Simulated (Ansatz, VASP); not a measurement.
## One calculation of W, two programs

```xyz
2
Lattice="-2.5305 2.5305 1.3343 2.5305 -2.5305 1.3343 2.5305 2.5305 -1.3343" Properties=species:S:1:pos:R:3 pbc="T T T"
W     0.0000    0.0000    0.0000
W     0.0000    2.5305    0.6671
```

Alike in both runs: functional PBEsol; k mesh 8 × 8 × 8; occupations gaussian, width 0.1 eV; no spin polarisation.

Ansatz relaxed the structure, and its values are those at the end. VASP's run is a single point on that final structure, the one shown.

|  | VASP | Ansatz |
| --- | --- | --- |
| version | VASP 6.6.1 | Ansatz 0.2.0 |
| potentials or method | VASP PAW PBE potentials, release 64 (W_sv), cutoff 520 eV | scalar-relativistic, plane waves, PAW |
| valence electrons in the cell | 28 | 28 |

Ansatz gave:

| Quantity | Value |
| --- | --- |
| gap on the k mesh at the Fermi level (eV) | none |
| pressure (GPa) | 0.0 |

Question: What did VASP give for the same quantities?

Answer: gap on the k mesh at the Fermi level (eV): none; pressure (GPa): 0.7.

VASP's potentials were made for PBE, not for PBEsol. A gap of «none» marks a metal or a gap that the smearing closes.

Neither program's run includes spin-orbit coupling.
